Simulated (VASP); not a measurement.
# Pt (C2/m) in VASP: single point with r2SCAN

Aim: the single point of Pt with r2SCAN.

Program: VASP 6.6.1. These are calculated values, not measurements. Logs are shortened: lines on timing, memory, paths and dates and some standing lists are left out, and cuts for length are marked.

## 1. The cell of the first run

The typed cell holds 2 atoms: a = 2.710 Å, b = 2.742 Å, c = 4.792 Å, α = 90.06°, β = 90.00°, γ = 119.61°.

## 2. Single point, r2SCAN

POSCAR

```
Pt
1.0
    2.7099776254      0.0000203328     -0.0000345335
   -1.3549712040      2.3838834653     -0.0014131749
   -0.0000602145     -0.0028800489      4.7916547743
Pt
2
Direct
    0.7500076595      0.5000116450      0.7500031237
    0.2499923405      0.4999883550      0.2499968763
```

INCAR.step1

```
SYSTEM = Pt
PREC = Accurate
ENCUT = 520
ISMEAR = 0
SIGMA = 0.15
LREAL = .False.
LASPH = .True.
NELM = 60
NBANDS = 17
GGA = PE
ALGO = Normal
EDIFF = 1E-4
LWAVE = .True.
LCHARG = .False.
```

INCAR.step2

```
SYSTEM = Pt
PREC = Accurate
ENCUT = 520
EDIFF = 1E-7
ISMEAR = 0
SIGMA = 0.15
LREAL = .False.
LASPH = .True.
NELM = 60
ALGO = Normal
ISIF = 2
LWAVE = .False.
LCHARG = .True.
METAGGA = R2SCAN
LMIXTAU = .True.
LELF = .True.
LVHAR = .True.
NBANDS = 17
ISTART = 1
```

KPOINTS

```
regular mesh
0
Gamma
  12 12 8
  0 0 0
```

Potentials or basis: VASP PAW PBE potentials, release 64 (Pt).

On the command line:

```sh
$ cat potpaw_PBE.64/Pt/POTCAR > POTCAR
$ cp INCAR.step1 INCAR
$ mpirun -np 1 vasp_std > vasp.out
$ cp INCAR.step2 INCAR
$ mpirun -np 1 vasp_std > vasp.out
```

OUTCAR:

```text
SYSTEM = Pt
   PREC = Accurate
   ENCUT = 520
   EDIFF = 1E-7
   ISMEAR = 0
   LREAL = .False.
   LASPH = .True.
   NELM = 60
   ISIF = 2
   METAGGA = R2SCAN
   ISTART = 1

 ion  position               nearest neighbor table
   1  0.750  0.500  0.750-   2 2.75   2 2.75   2 2.75   2 2.75   2 3.38   2 3.38   2 3.38   2 3.38

   2  0.250  0.500  0.250-   1 2.75   1 2.75   1 2.75   1 2.75   1 3.38   1 3.38   1 3.38   1 3.38

  LATTYP: Found a triclinic cell.
 ALAT       =     2.7420871278
 B/A-ratio  =     0.9882901233
 C/A-ratio  =     1.7474483548
 COS(alpha) =     0.0000253141
 COS(beta)  =     0.0010567109
 COS(gamma) =     0.4941580128

  Lattice vectors:

 A1 = (   1.3550064214,   2.3839037981,  -0.0014477084)
 A2 = (   2.7099776254,   0.0000203328,  -0.0000345335)
 A3 = (   0.0000602145,   0.0028800489,  -4.7916547743)

Analysis of symmetry for initial positions (statically):
=====================================================================
 Subroutine PRICEL returns:
 Original cell was already a primitive cell.

 Routine SETGRP: Setting up the symmetry group for a
 triclinic supercell.

 Subroutine GETGRP returns: Found  2 space group operations
 (whereof  2 operations were pure point group operations)
 out of a pool of  2 trial point group operations.

The static configuration has the point symmetry S_2 .

Analysis of symmetry for dynamics (positions and initial velocities):
=====================================================================
 Subroutine PRICEL returns:
 Original cell was already a primitive cell.

 Routine SETGRP: Setting up the symmetry group for a
 triclinic supercell.

 Subroutine GETGRP returns: Found  2 space group operations
 (whereof  2 operations were pure point group operations)
 out of a pool of  2 trial point group operations.

The dynamic configuration has the point symmetry S_2 .

 Subroutine INISYM returns: Found  2 space group operations
 (whereof  2 operations are pure point group operations),
 and found     1 'primitive' translations

----------------------------------------------------------------------------------------

                                     Primitive cell

  volume of cell :      30.9555

  direct lattice vectors                    reciprocal lattice vectors
     2.709977625  0.000020333 -0.000034533     0.369005165  0.209738255  0.000130701
    -1.354971204  2.383883465 -0.001413175    -0.000003144  0.419481955  0.000252132
    -0.000060214 -0.002880049  4.791654774     0.000002658  0.000125227  0.208696245

  length of vectors
     2.709977626  2.742052030  4.791655640     0.424446656  0.419482031  0.208696283

  position of ions in fractional coordinates (direct lattice)
     0.750007659  0.500011645  0.750003124
     0.249992341  0.499988355  0.249996876

  ion indices of the primitive-cell ions
   primitive index   ion index
                 1           1
                 2           2

----------------------------------------------------------------------------------------

 KPOINTS: regular mesh

Automatic generation of k-mesh.
 Grid dimensions read from file:
 generate k-points for:   12   12    8

 Generating k-lattice:

  Cartesian coordinates                     Fractional coordinates (reciprocal lattice)
     0.030750430  0.017478188  0.000010892     0.083333333 -0.000000000  0.000000000
    -0.000000262  0.034956830  0.000021011     0.000000000  0.083333333  0.000000000
     0.000000332  0.000015653  0.026087031     0.000000000  0.000000000  0.125000000

  Length of vectors
     0.035370555  0.034956836  0.026087035

  Shift w.r.t. Gamma in fractional coordinates (k-lattice)
     0.000000000  0.000000000  0.000000000

 Subroutine IBZKPT returns following result:
 ===========================================

 Found    580 irreducible k-points:

 Following reciprocal coordinates:
            Coordinates               Weight
  0.000000  0.000000  0.000000      1.000000
  0.083333  0.000000  0.000000      2.000000
  0.083333 -0.083333 -0.000000      2.000000
  0.166667  0.000000  0.000000      2.000000
  0.166667 -0.166667 -0.000000      2.000000
  0.250000  0.000000  0.000000      2.000000
[... 16 lines left out ...]
  0.416667  0.083333  0.000000      2.000000
  0.416667  0.500000  0.000000      2.000000
 [... further k-points ...]
   k-points           NKPTS =    580   k-points in BZ     NKDIM =    580   number of bands    NBANDS=     17
   number of dos      NEDOS =    301   number of ions     NIONS =      2
   total plane-waves  NPLWV =  14400
   dimension x,y,z NGX =    20 NGY =   20 NGZ =   36
   dimension x,y,z NGXF=    40 NGYF=   40 NGZF=   72
   ions per type =               2
   NGX,Y,Z   is equivalent  to a cutoff of  12.27, 12.13, 12.49 a.u.
   NGXF,Y,Z  is equivalent  to a cutoff of  24.54, 24.25, 24.98 a.u.
 SYSTEM =  Pt
   PREC   = accura    normal or accurate (medium, high low for compatibility)
   ISTART =      1    job   : 0-new  1-cont  2-samecut
   ICHARG =      0    charge: 1-file 2-atom 10-const
   ISPIN  =      1    spin polarized calculation?
   LNONCOLLINEAR =      F non collinear calculations
   LSORBIT =      F    spin-orbit coupling
   LASPH  =      T    aspherical Exc in radial PAW
   ENCUT  =  520.0 eV  38.22 Ry    6.18 a.u.   5.04  5.10  8.91*2*pi/ulx,y,z
   NELM   =     60;   NELMIN=  2; NELMDL=  0     # of ELM steps
   EDIFF  = 0.1E-06   stopping-criterion for ELM
   LREAL  =      F    real-space projection
   EDIFFG = 0.1E-05   stopping-criterion for IOM
   NSW    =      0    number of steps for IOM
   IBRION =     -1    ionic relax: 0-MD 1-quasi-New 2-CG
   NFREE  =      0    steps in history (QN), initial steepest desc. (CG)
   ISIF   =      2    stress and relaxation
   ISYM   =      2    0-nonsym 1-usesym 2-fastsym
   POTIM  = 0.5000    time-step for ionic-motion
   TEBEG  =    0.0;   TEEND  =   0.0 temperature during run
   PSTRESS=    0.0 pullay stress
   NELECT =      20.0000    total number of electrons
   NUPDOWN=      -1.0000    fix difference up-down
   EMIN   =  10.00;   EMAX   =-10.00  energy-range for DOS
   EFERMI =   0.00;   METHOD = LEGACY
   ISMEAR =     0;   SIGMA  =   0.15  broadening in eV -4-tet -1-fermi 0-gaus
   EFERMI_NEDOS =   21; number of points for ismear=-14 and -15
   IALGO  =     38    algorithm
   IMIX   =      4    mixing-type and parameters
     AMIX     =   0.40;   BMIX     =  1.00
     AMIX_MAG =   1.60;   BMIX_MAG =  1.00
  volume/ion in A,a.u.               =      15.48       104.45
  Fermi-wavevector in a.u.,A,eV,Ry     =   1.415269  2.674470 27.252265  2.002985
  Thomas-Fermi vector in A             =   2.536725
   LORBIT       =      0    0 simple, 1 ext, 2 COOP (PROOUT), +10 PAW based schemes
   METAGGA = R2SCAN    functional components
   LHFCALC =     F    Hartree Fock is set to
   AEXX    =    0.0000 exact exchange contribution
   IVDW    =     0    specifies the selected vdW correction
   LEPSILON=     F    determine dielectric tensor
   LRPA    =     F    only Hartree local field effects (RPA)
 non-spin polarized calculation
 Gauss-broadening in eV      SIGMA  =   0.15
  energy-cutoff  :      520.00
  volume of cell :       30.96
 maximum number of plane-waves:       847
   NGX = 11   NGY = 11   NGZ = 17

 number of electron      20.0000005 magnetization

 Free energy of the ion-electron system (eV)
  ---------------------------------------------------
  ext. energy  EPLUGINS =         0.00000000
  ---------------------------------------------------
  free energy    TOTEN  =      -103.03171167 eV

  energy without entropy =     -103.00758860  energy(sigma->0) =     -103.01965013

 E-fermi :  10.5233     XC(G=0): -14.4169

 val. band max:       10.5191443380   @ k =  -0.0000  -0.3333   0.3750
 cond. band min:      10.5260357329   @ k =   0.5000   0.1667   0.3750
 fundamental gap:      0.0068913949
 Fermi energy:        10.5233326004

 k-point     1 :       0.0000    0.0000    0.0000
  band No.  band energies     occupation
      1       0.3419      2.00000
      2       2.9580      2.00000
      3       5.4669      2.00000
      4       6.7978      2.00000
      5       7.0648      2.00000
      6       7.1766      2.00000
[... 9 lines left out ...]
     16      26.9521      0.00000
     17      31.3536      0.00000

 k-point     2 :       0.0833    0.0000    0.0000
  band No.  band energies     occupation
      1       0.6178      2.00000
      2       3.2319      2.00000
      3       5.5615      2.00000
      4       6.6582      2.00000
      5       7.2268      2.00000
      6       7.2963      2.00000
[... 9 lines left out ...]
     16      27.3471      0.00000
     17      30.4566      0.00000

 k-point     3 :       0.0833   -0.0833   -0.0000
  band No.  band energies     occupation
      1       0.6178      2.00000
      2       3.2319      2.00000
      3       5.5615      2.00000
      4       6.6584      2.00000
      5       7.2267      2.00000
      6       7.2964      2.00000
[... 9 lines left out ...]
     16      27.3471      0.00000
     17      30.4565      0.00000

 k-point     4 :       0.1667    0.0000    0.0000
  band No.  band energies     occupation
      1       1.4001      2.00000
      2       3.9769      2.00000
      3       5.7070      2.00000
      4       6.2325      2.00000
      5       7.1478      2.00000
      6       7.2336      2.00000
[... 9 lines left out ...]
     16      28.6676      0.00000
     17      29.2459      0.00000
[... 343 lines left out ...]
      1       4.0539      2.00000
      2       4.7412      2.00000
      3       5.4936      2.00000
      4       5.5521      2.00000
      5       5.7903      2.00000
      6       6.7685      2.00000
[... 9 lines left out ...]
     16      25.5458      0.00000
     17      26.0133      0.00000

 k-point    23 :       0.4167    0.0833    0.0000
  band No.  band energies     occupation
      1       4.1770      2.00000
      2       4.4316      2.00000
      3       5.4194      2.00000
      4       5.4435      2.00000
      5       6.3926      2.00000
      6       7.1712      2.00000
[... 9 lines left out ...]
     16      23.6483      0.00000
     17      24.5133      0.00000

 k-point    24 :       0.4167    0.5000    0.0000
  band No.  band energies     occupation
      1       4.1771      2.00000
      2       4.4317      2.00000
      3       5.4194      2.00000
      4       5.4435      2.00000
      5       6.3927      2.00000
      6       7.1713      2.00000
[... 9 lines left out ...]
     16      23.6484      0.00000
     17      24.5130      0.00000

 [... further k-points ...]

------------------------ aborting loop because EDIFF is reached ----------------------------------------

  FORCE on cell =-STRESS in cart. coord.  units (eV):
  Direction    XX          YY          ZZ          XY          YZ          ZX
  --------------------------------------------------------------------------------------
  -------------------------------------------------------------------------------------
  Total        0.1675681      0.1061478      0.0979846     -0.0003036      0.0005907      0.0004739
  in kB        8.6728918      5.4939363      5.0714296     -0.0157139      0.0305719      0.0245293
  external PRESSURE =       6.4127526 kB  Pullay stress =       0.0000000 kB

 VOLUME and BASIS-vectors are now :
 -----------------------------------------------------------------------------
  energy-cutoff  :      520.00
  volume of cell :       30.96
      direct lattice vectors                 reciprocal lattice vectors
     2.709977625  0.000020333 -0.000034533     0.369005165  0.209738255  0.000130701
    -1.354971204  2.383883465 -0.001413175    -0.000003144  0.419481955  0.000252132
    -0.000060214 -0.002880049  4.791654774     0.000002658  0.000125227  0.208696245

 POSITION                                       TOTAL-FORCE (eV/Angst)
 -----------------------------------------------------------------------------------
      1.35496      1.18982      3.59302        -0.000028     -0.000063     -0.000356
     -0.00001      1.19120      1.19718         0.000028      0.000063      0.000356
 -----------------------------------------------------------------------------------
    total drift:                               -0.000000     -0.000000     -0.000000

  FREE ENERGIE OF THE ION-ELECTRON SYSTEM (eV)
  ---------------------------------------------------
  free  energy   TOTEN  =      -103.0317116677 eV

  energy  without entropy=     -103.0075886008  energy(sigma->0) =     -103.01965013
```

It took 14 min on 1 thread of Intel Xeon Platinum 8259CL at 2.50GHz (Skylake/Cascade Lake), shared host; peak memory 0.35 GiB.

Results:

- Free energy: -103.0317 eV
- Pressure: 0.6 GPa
- Band gap on the k mesh: zero (bands 10 and 11 overlap by 2.07 eV)

Stress tensor (GPa, compression positive):
```
0.87 0.00 0.00
0.00 0.55 0.00
0.00 0.00 0.51
```

Caveat: the PAW data sets were made with another functional, which shifts forces and pressure a little; spin-orbit coupling is left out, which moves the levels of the heavy elements.
